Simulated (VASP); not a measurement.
# Mo3W (P4/mmm) in VASP: relaxation of cell and atoms with PBE

Aim: the relaxation of cell and atoms of Mo3W with PBE.

Everything below comes from runs of VASP 6.6.1. Logs are shortened: lines on timing, memory, paths and dates and some standing lists are left out, and cuts for length are marked.

## Step 1: The cell of the first run

The structure is tetragonal, space group P4/mmm (No. 123). The conventional cell has a = 3.157 Å, b = 3.157 Å, c = 6.376 Å, α = 90.00°, β = 90.00°, γ = 90.00°. Within 3.6 Å of Mo (site symmetry 4mm) lie 10 Mo at 2.74 to 3.19 Å and 4 W at 2.74 Å. Mo (site symmetry 4/mmm) has 12 Mo at 2.74 to 3.16 Å and 2 W at 3.19 Å within 3.6 Å. W (site symmetry 4/mmm) has 10 Mo at 2.74 to 3.19 Å and 4 W at 3.16 Å within 3.6 Å.

## Step 2: Relaxation of cell and atoms, PBE

INCAR

```
SYSTEM = Mo3W
ALGO = Normal ; EDIFF = 1E-7
EDIFFG = -0.01 ; ENCUT = 500
GGA = PE ; GGA_COMPAT = .False.
IBRION = 2 ; ISIF = 3
ISMEAR = 0 ; LASPH = .True.
LCHARG = .False. ; LREAL = .False.
LWAVE = .False. ; NELM = 120
NELMIN = 4 ; NSW = 100
PREC = Accurate ; SIGMA = 0.1
```

KPOINTS

```
k-points
0
Gamma
  14 14 8
  0 0 0
```

POSCAR

```
Mo3W
1.0
    3.1570921836      0.0000000000      0.0000000000
    0.0000000000      3.1570921836      0.0000000000
    0.0000000000      0.0000000000      6.3759654142
Mo W
3 1
Direct
    0.5000000000      0.5000000000      0.2503445715
    0.0000000000      0.0000000000      0.5000000000
    0.5000000000      0.5000000000      0.7496554285
    0.0000000000      0.0000000000      0.0000000000
```

Potentials or basis: VASP PAW PBE potentials, release 64 (Mo_sv, W_sv).

Run with:

```bash
cat potpaw_PBE.64/Mo_sv/POTCAR potpaw_PBE.64/W_sv/POTCAR > POTCAR
mpirun -np 1 vasp_std > vasp.out
```

OUTCAR:

```text
SYSTEM = Mo3W
   EDIFF = 1E-7
   EDIFFG = -0.01
   ENCUT = 500
   GGA = PE
   IBRION = 2
   ISIF = 3
   ISMEAR = 0
   LASPH = .True.
   LREAL = .False.
   NELM = 120
   NELMIN = 4
   NSW = 100
   PREC = Accurate

 ion  position               nearest neighbor table
   1  0.500  0.500  0.250-   2 2.74   2 2.74   2 2.74   2 2.74   4 2.74   4 2.74   4 2.74   4 2.74
                             3 3.18   3 3.19
   2  0.000  0.000  0.500-   1 2.74   3 2.74   1 2.74   3 2.74   1 2.74   3 2.74   1 2.74   3 2.74
                             4 3.19   4 3.19
   3  0.500  0.500  0.750-   2 2.74   2 2.74   2 2.74   2 2.74   4 2.74   4 2.74   4 2.74   4 2.74
                             1 3.18   1 3.19
   4  0.000  0.000  0.000-   1 2.74   3 2.74   1 2.74   3 2.74   1 2.74   3 2.74   1 2.74   3 2.74
                             2 3.19   2 3.19

  LATTYP: Found a simple tetragonal cell.
 ALAT       =     3.1570921836
 C/A-ratio  =     2.0195689715

  Lattice vectors:

 A1 = (   3.1570921836,   0.0000000000,   0.0000000000)
 A2 = (   0.0000000000,   3.1570921836,   0.0000000000)
 A3 = (   0.0000000000,   0.0000000000,   6.3759654142)

Analysis of symmetry for initial positions (statically):
=====================================================================
 Subroutine PRICEL returns:
 Original cell was already a primitive cell.

 Routine SETGRP: Setting up the symmetry group for a
 simple tetragonal supercell.

 Subroutine GETGRP returns: Found 16 space group operations
 (whereof 16 operations were pure point group operations)
 out of a pool of 16 trial point group operations.

The static configuration has the point symmetry D_4h.

Analysis of symmetry for dynamics (positions and initial velocities):
=====================================================================
 Subroutine PRICEL returns:
 Original cell was already a primitive cell.

 Routine SETGRP: Setting up the symmetry group for a
 simple tetragonal supercell.

 Subroutine GETGRP returns: Found 16 space group operations
 (whereof 16 operations were pure point group operations)
 out of a pool of 16 trial point group operations.

The dynamic configuration has the point symmetry D_4h.

 Subroutine INISYM returns: Found 16 space group operations
 (whereof 16 operations are pure point group operations),
 and found     1 'primitive' translations

----------------------------------------------------------------------------------------

                                     Primitive cell

  volume of cell :      63.5507

  direct lattice vectors                    reciprocal lattice vectors
     3.157092184  0.000000000  0.000000000     0.316747165  0.000000000  0.000000000
     0.000000000  3.157092184  0.000000000     0.000000000  0.316747165  0.000000000
     0.000000000  0.000000000  6.375965414     0.000000000  0.000000000  0.156838994

  length of vectors
     3.157092184  3.157092184  6.375965414     0.316747165  0.316747165  0.156838994

  position of ions in fractional coordinates (direct lattice)
     0.500000000  0.500000000  0.250344572
     0.000000000  0.000000000  0.500000000
     0.500000000  0.500000000  0.749655428
     0.000000000  0.000000000  0.000000000

  ion indices of the primitive-cell ions
   primitive index   ion index
                 1           1
                 2           2
                 3           3
                 4           4

----------------------------------------------------------------------------------------

 KPOINTS: k-points

Automatic generation of k-mesh.
 Grid dimensions read from file:
 generate k-points for:   14   14    8

 Generating k-lattice:

  Cartesian coordinates                     Fractional coordinates (reciprocal lattice)
     0.022624798  0.000000000  0.000000000     0.071428571  0.000000000  0.000000000
     0.000000000  0.022624798  0.000000000     0.000000000  0.071428571  0.000000000
     0.000000000  0.000000000  0.019604874     0.000000000  0.000000000  0.125000000

  Length of vectors
     0.022624798  0.022624798  0.019604874

  Shift w.r.t. Gamma in fractional coordinates (k-lattice)
     0.000000000  0.000000000  0.000000000

 Subroutine IBZKPT returns following result:
 ===========================================

 Found    180 irreducible k-points:

 Following reciprocal coordinates:
            Coordinates               Weight
  0.000000  0.000000  0.000000      1.000000
  0.071429  0.000000  0.000000      4.000000
  0.142857  0.000000  0.000000      4.000000
  0.214286  0.000000  0.000000      4.000000
  0.285714  0.000000  0.000000      4.000000
  0.357143  0.000000  0.000000      4.000000
[... 16 lines left out ...]
  0.285714  0.214286  0.000000      8.000000
  0.357143  0.214286  0.000000      8.000000
 [... further k-points ...]
   k-points           NKPTS =    180   k-points in BZ     NKDIM =    180   number of bands    NBANDS=     33
   number of dos      NEDOS =    301   number of ions     NIONS =      4
   total plane-waves  NPLWV =  27648
   dimension x,y,z NGX =    24 NGY =   24 NGZ =   48
   dimension x,y,z NGXF=    48 NGYF=   48 NGZF=   96
   ions per type =               3   1
   NGX,Y,Z   is equivalent  to a cutoff of  12.64, 12.64, 12.52 a.u.
   NGXF,Y,Z  is equivalent  to a cutoff of  25.28, 25.28, 25.03 a.u.
 SYSTEM =  Mo3W
   PREC   = accura    normal or accurate (medium, high low for compatibility)
   ISTART =      0    job   : 0-new  1-cont  2-samecut
   ICHARG =      2    charge: 1-file 2-atom 10-const
   ISPIN  =      1    spin polarized calculation?
   LNONCOLLINEAR =      F non collinear calculations
   LSORBIT =      F    spin-orbit coupling
   LASPH  =      T    aspherical Exc in radial PAW
   ENCUT  =  500.0 eV  36.75 Ry    6.06 a.u.   5.76  5.76 11.62*2*pi/ulx,y,z
   NELM   =    120;   NELMIN=  4; NELMDL= -5     # of ELM steps
   EDIFF  = 0.1E-06   stopping-criterion for ELM
   LREAL  =      F    real-space projection
   EDIFFG = -.1E-01   stopping-criterion for IOM
   NSW    =    100    number of steps for IOM
   IBRION =      2    ionic relax: 0-MD 1-quasi-New 2-CG
   NFREE  =      1    steps in history (QN), initial steepest desc. (CG)
   ISIF   =      3    stress and relaxation
   ISYM   =      2    0-nonsym 1-usesym 2-fastsym
   POTIM  = 0.5000    time-step for ionic-motion
   TEBEG  =    0.0;   TEEND  =   0.0 temperature during run
   PSTRESS=    0.0 pullay stress
   NELECT =      56.0000    total number of electrons
   NUPDOWN=      -1.0000    fix difference up-down
   EMIN   =  10.00;   EMAX   =-10.00  energy-range for DOS
   EFERMI =   0.00;   METHOD = LEGACY
   ISMEAR =     0;   SIGMA  =   0.10  broadening in eV -4-tet -1-fermi 0-gaus
   EFERMI_NEDOS =   21; number of points for ismear=-14 and -15
   IALGO  =     38    algorithm
   IMIX   =      4    mixing-type and parameters
     AMIX     =   0.40;   BMIX     =  1.00
     AMIX_MAG =   1.60;   BMIX_MAG =  1.00
  volume/ion in A,a.u.               =      15.89       107.22
  Fermi-wavevector in a.u.,A,eV,Ry     =   1.569510  2.965943 33.516059  2.463361
  Thomas-Fermi vector in A             =   2.671381
   LORBIT       =      0    0 simple, 1 ext, 2 COOP (PROOUT), +10 PAW based schemes
   GGA     = PE    functional components
   LHFCALC =     F    Hartree Fock is set to
   AEXX    =    0.0000 exact exchange contribution
   IVDW    =     0    specifies the selected vdW correction
   LEPSILON=     F    determine dielectric tensor
   LRPA    =     F    only Hartree local field effects (RPA)
 conjugate gradient relaxation of ions
 non-spin polarized calculation
 Gauss-broadening in eV      SIGMA  =   0.10
  energy-cutoff  :      500.00
  volume of cell :       63.55
 maximum number of plane-waves:      1640
 NGX is ok and might be reduce to    24
   NGX = 11   NGY = 11   NGZ = 23

--------------------------------------- Ionic step        1  -------------------------------------------

 number of electron      56.0000012 magnetization

 Free energy of the ion-electron system (eV)
  ---------------------------------------------------
  ext. energy  EPLUGINS =         0.00000000
  ---------------------------------------------------
  free energy    TOTEN  =       -45.77678772 eV

  energy without entropy =      -45.76362766  energy(sigma->0) =      -45.77020769

------------------------ aborting loop because EDIFF is reached ----------------------------------------

  FORCE on cell =-STRESS in cart. coord.  units (eV):
  Direction    XX          YY          ZZ          XY          YZ          ZX
  --------------------------------------------------------------------------------------
  -------------------------------------------------------------------------------------
  Total        0.4906293      0.4906293     -0.5357059      0.0000000     -0.0000000      0.0000000
  in kB       12.3692574     12.3692574    -13.5056812      0.0000000     -0.0000000      0.0000000
  external PRESSURE =       3.7442779 kB  Pullay stress =       0.0000000 kB
[... 175 lines left out ...]
  energy  without entropy=      -45.7665464291  energy(sigma->0) =      -45.77330127

--------------------------------------- Ionic step        6  -------------------------------------------

 number of electron      56.0000012 magnetization

 Free energy of the ion-electron system (eV)
  ---------------------------------------------------
  ext. energy  EPLUGINS =         0.00000000
  ---------------------------------------------------
  free energy    TOTEN  =       -45.78006203 eV

  energy without entropy =      -45.76656132  energy(sigma->0) =      -45.77331168

 E-fermi :  12.0989     XC(G=0): -13.3767

 val. band max:       12.0986698264   @ k =   0.5000   0.1429   0.0000
 cond. band min:      12.1004113249   @ k =   0.0714   0.0714   0.1250
 fundamental gap:      0.0017414985
 Fermi energy:        12.0988974326

 k-point     1 :       0.0000    0.0000    0.0000
  band No.  band energies     occupation
      1     -62.0723      2.00000
      2     -49.1348      2.00000
      3     -48.9283      2.00000
      4     -48.8254      2.00000
      5     -26.3097      2.00000
      6     -26.2085      2.00000
[... 853 lines left out ...]
     32      13.8384      0.00000
     33      13.8782      0.00000

 [... further k-points ...]

------------------------ aborting loop because EDIFF is reached ----------------------------------------

  FORCE on cell =-STRESS in cart. coord.  units (eV):
  Direction    XX          YY          ZZ          XY          YZ          ZX
  --------------------------------------------------------------------------------------
  -------------------------------------------------------------------------------------
  Total       -0.0009839     -0.0009839      0.0007553      0.0000000     -0.0000000      0.0000000
  in kB       -0.0247736     -0.0247736      0.0190191      0.0000000     -0.0000000      0.0000000
  external PRESSURE =      -0.0101760 kB  Pullay stress =       0.0000000 kB
[... 19 lines left out ...]
  FREE ENERGIE OF THE ION-ELECTRON SYSTEM (eV)
  ---------------------------------------------------
  free  energy   TOTEN  =       -45.7800620339 eV

  energy  without entropy=      -45.7665613224  energy(sigma->0) =      -45.77331168

 reached required accuracy - stopping structural energy minimisation
```

Run time: 12 min. Hardware: 1 thread of AMD EPYC 9R45 (Zen 5), shared host; peak memory 0.37 GiB.

Results:

| Property | Result |
| --- | --- |
| Free energy | -45.7801 eV |
| Relaxed volume | 15.91 Å³/atom |
| Relaxed cell | a = 3.168 Å, b = 3.168 Å, c = 6.341 Å, α = 90.00°, β = 90.00°, γ = 90.00° |
| Space group after relaxing (to 0.1 Å) | P4/mmm (No. 123) |
| Energy gained by relaxing | 0.8 meV/atom |
| Ionic steps | 6 |
| Pressure after relaxing | 0.0 GPa |
| Band gap on the k mesh | zero (bands 28 and 29 overlap by 1.89 eV) |

Step by step:
| step | energy change (eV) | largest force (eV/Å) | pressure (GPa) | volume (Å³) |
| --- | --- | --- | --- | --- |
| 1 | 0.0000 | 0.0514 | 0.37 | 63.55 |
| 2 | -0.0019 | 0.0046 | -1.09 | 63.89 |
| 3 | -0.0030 | 0.0168 | -0.56 | 63.76 |
| 4 | -0.0020 | 0.0012 | 1.19 | 63.35 |
| 5 | -0.0033 | 0.0115 | 0.00 | 63.63 |
| 6 | -0.0033 | 0.0011 | 0.00 | 63.63 |

Final structure:
```
Mo W
1.0
     3.16788    0.00000    0.00000
     0.00000    3.16788    0.00000
     0.00000    0.00000    6.34050
Mo W
3 1
Direct
  0.50000 0.50000 0.25072
  0.00000 0.00000 0.50000
  0.50000 0.50000 0.74928
  0.00000 0.00000 0.00000
```

Caveat: spin-orbit coupling is left out, which moves the levels of the heavy elements.
